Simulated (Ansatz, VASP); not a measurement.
# Te2Mo: VASP beside Ansatz

File INCAR:

```
PREC = Accurate ; ENCUT = 520
EDIFF = 1E-7 ; ISMEAR = 0
SIGMA = 0.05 ; LREAL = F
LASPH = T ; NELM = 80
ALGO = Normal ; ISIF = 2
LWAVE = F ; LCHARG = F
GGA = PE ; IVDW = 12
NBANDS = 35
```

File KPOINTS:

```
Automatic mesh
0
Gamma
  12 12 2
```

File POSCAR:

```
Te2Mo
1.0
    3.4964011497      0.0000000000      0.0000000000
   -1.7482005748      3.0279722174      0.0000000000
    0.0000000000      0.0000000000     13.7008448353
Te Mo
4 2
Direct
    0.3333333333      0.6666666667      0.6173401526
    0.6666666667      0.3333333333      0.1173401526
    0.3333333333      0.6666666667      0.8826598474
    0.6666666667      0.3333333333      0.3826598474
    0.4805909771      0.7402954886      0.2793027648
    0.6666666667      0.3333333333      0.7500000000
```

Input for Ansatz:

```yaml
crystal:
  lattice:
    - [3.4964011497, 0.0, 0.0]
    - [-1.7482005748, 3.0279722174, 0.0]
    - [0.0, 0.0, 13.7008448353]
  atoms:
    - { symbol: Te, position: [0.3333333333, 0.6666666667, 0.6173401526] }
    - { symbol: Te, position: [0.6666666667, 0.3333333333, 0.1173401526] }
    - { symbol: Te, position: [0.3333333333, 0.6666666667, 0.8826598474] }
    - { symbol: Te, position: [0.6666666667, 0.3333333333, 0.3826598474] }
    - { symbol: Mo, position: [0.4805909771, 0.7402954886, 0.2793027648] }
    - { symbol: Mo, position: [0.6666666667, 0.3333333333, 0.75] }
basis:
  ecutwfc: 420
kpoints:
  mp_grid: { grid: [12, 12, 2] }
hamiltonian:
  xc: pbe
  dispersion: d3bj
scf:
  occupations: { method: gaussian, width: 0.05 }
output:
  forces: true
  stress: true
  eigenvalues: true
```

Alike in both runs: task single point; functional PBE; dispersion D3(BJ); k mesh 12 × 12 × 2; occupations gaussian, width 0.05 eV; no spin polarisation.

|  | VASP | Ansatz |
| --- | --- | --- |
| version | VASP 6.6.1 | Ansatz 0.2.0 |
| potentials or method | VASP PAW PBE potentials, release 64 (Te, Mo_sv), cutoff 520 eV | scalar-relativistic, plane waves, PAW |
| valence electrons in the cell | 52 | 92 |

|  | VASP | Ansatz | Ansatz less VASP |
| --- | --- | --- | --- |
| gap on the k mesh at the Fermi level (eV) | none | none | - |
| pressure (GPa) | 7.2 | 7.3 | +0.03 |
| traceless stress, the component that is largest in VASP (GPa) | -6.75 | -6.76 | -0.012 |
| rms of the force components (eV/Å) | 3.136 | 3.149 | +0.0129 |

Atom by atom the forces differ by 0.014 eV/Å (rms over components). A gap of «none» marks a metal or a gap that the smearing closes. VASP's potentials hold 52 valence electrons a cell and Ansatz's 92, so a difference there can come from the potentials and not from the codes.

Neither program's run includes spin-orbit coupling.
